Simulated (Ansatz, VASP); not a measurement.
# One calculation of Ta, two programs

```
Ta
1.0
     3.25285    0.00000    0.00000
     0.00000    3.25285    0.00000
     0.00000    0.00000   22.50570
Ta
5
Direct
  0.00000 0.00000 0.36416
  0.50000 0.50000 0.42658
  0.00000 0.00000 0.50000
  0.50000 0.50000 0.57342
  0.00000 0.00000 0.63584
```

Alike in both runs: functional LDA; k mesh 11 × 11 × 1; occupations fermi-dirac, width 0.05 eV; no spin polarisation.

Ansatz relaxed the structure, and its values are those at the end. VASP's run is a single point on that final structure, the one shown.

|  | VASP | Ansatz |
| --- | --- | --- |
| version | VASP 6.6.1 | Ansatz 0.2.0 |
| potentials or method | VASP PAW LDA potentials, release 64 (Ta_pv), cutoff 520 eV | all-electron LAPW, scalar-relativistic |

```csv
,VASP,Ansatz,Ansatz less VASP
rms of the force components (eV/Å),0.025,0.001,-0.0244
```

LDA's correlation is that of Perdew and Zunger in VASP and of Perdew and Wang (1992) in Ansatz. Ansatz ran all-electron here, and VASP with PAW potentials.

Neither program's run includes spin-orbit coupling.
